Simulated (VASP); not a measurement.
A run of VASP 6.6.1:

Contents of INCAR:

```
SYSTEM = Pb
  ALGO = Normal
  EDIFF = 1E-6
  ENCUT = 500
  GGA = PE
  GGA_COMPAT = .False.
  ISIF = 2
  ISMEAR = 0
  LASPH = .True.
  LCHARG = .False.
  LREAL = .False.
  LWAVE = .False.
  NBANDS = 21
  NELM = 120
  PREC = Accurate
  SIGMA = 0.05
```

File KPOINTS:

```
k-points
0
Gamma
  7 7 7
  0 0 0
```

The input POSCAR:

```
Pb
1.0
    0.0000000000      3.4390000555      3.4390000555
    3.4390000555      0.0000000000      3.4390000555
    3.4390000555      3.4390000555      0.0000000000
Pb
2
Direct
    0.2500000000      0.2500000000      0.2500000000
    0.0000000000      0.0000000000      0.0000000000
```

Potentials or basis: VASP PAW PBE potentials, release 64 (Pb_d).

Command:

```sh
$ cat potpaw_PBE.64/Pb_d/POTCAR > POTCAR
$ mpirun -np 1 vasp_std > vasp.out
```

Hardware: 1 thread of AMD EPYC 7R13 Processor (Zen 3), on a shared host.

Question: How long does it take, and how much memory?

Answer: Run time: 32 s on 1 thread of AMD EPYC 7R13 Processor (Zen 3) (shared host), peak memory 0.17 GiB. Counts: scf iterations 12, k points 20.
